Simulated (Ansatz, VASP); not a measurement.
**NaI: VASP beside Ansatz**

```
Na I
1.0
     4.04054    0.00000    0.00000
     0.00000    4.04054    0.00000
     0.00000    0.00000    4.04054
Na I
1 1
Direct
  0.00000 0.00000 0.00000
  0.50000 0.50000 0.50000
```

Alike in both runs: task single point; functional r2SCAN; k mesh 6 × 6 × 6; no spin polarisation.

|  | VASP | Ansatz |
| --- | --- | --- |
| version | VASP 6.6.1 | Ansatz 0.2.0 |
| potentials or method | VASP PAW PBE potentials, release 64 (Na_pv, I) | plane waves, PAW |
| plane-wave cutoff (eV) | 520 | 500 |
| occupations | gaussian, width 0.01 eV | fixed |
| valence electrons in the cell | 14 | 26 |

|  | VASP | Ansatz | Ansatz less VASP |
| --- | --- | --- | --- |
| gap on the k mesh at the Fermi level (eV) | 3.07 | 3.06 | -0.014 |
| pressure (GPa) | 0.0 | 0.0 | +0.02 |

VASP's potentials were made for PBE, not for r2SCAN. VASP's potentials hold 14 valence electrons a cell and Ansatz's 26, so a difference there can come from the potentials and not from the codes.

Neither program's run includes spin-orbit coupling.
